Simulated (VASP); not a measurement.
**Ag: single point with PBE**

The system is Ag.

```
Ag
1.0
    -1.60652    1.60652    1.60652
     1.60652   -1.60652    1.60652
     1.60652    1.60652   -1.60652
Ag
1
Direct
  0.00000 0.00000 0.00000
```

This cell differs from its parent crystal: volume scaled by 0.92, core large.

- Program: VASP 6.6.1
- Task: single point
- Functional: PBE
- Potentials or basis: VASP PAW PBE potentials, release 64 (Ag)
- Cutoff: 520 eV
- k mesh: 16 × 16 × 16
- Occupations: fermi-dirac, width 0.05 eV
- Spin: no spin polarisation
- Dipole correction: no
- Further INCAR settings: ALGO = Normal; EDIFF = 1e-06; NBANDS = 12

```json
{
  "Pressure": "8.9 GPa"
}
```

Levels at points of the mesh, in eV from the Fermi level:
```
           k point  band 2  band 3  band 4  band 5  band 6  band 7  band 8  band 9  band 10  band 11
(0.00, 0.00, 0.00)   -5.06   -5.06   -5.06   -3.66   -3.66   18.05   18.05   18.05    24.70    24.70
(0.50, 0.00, 0.00)   -5.88   -3.72   -3.53   -2.60   -0.16    4.31   13.43   14.75    20.37    21.67
(0.50, 0.50, 0.50)   -6.58   -2.85   -2.85   -2.85    6.97    6.97    6.97   13.25    13.79    13.79
```

Wall time 20 s on 1 thread of Intel Xeon 6975P-C, on a shared host, peak memory 0.16 GiB.
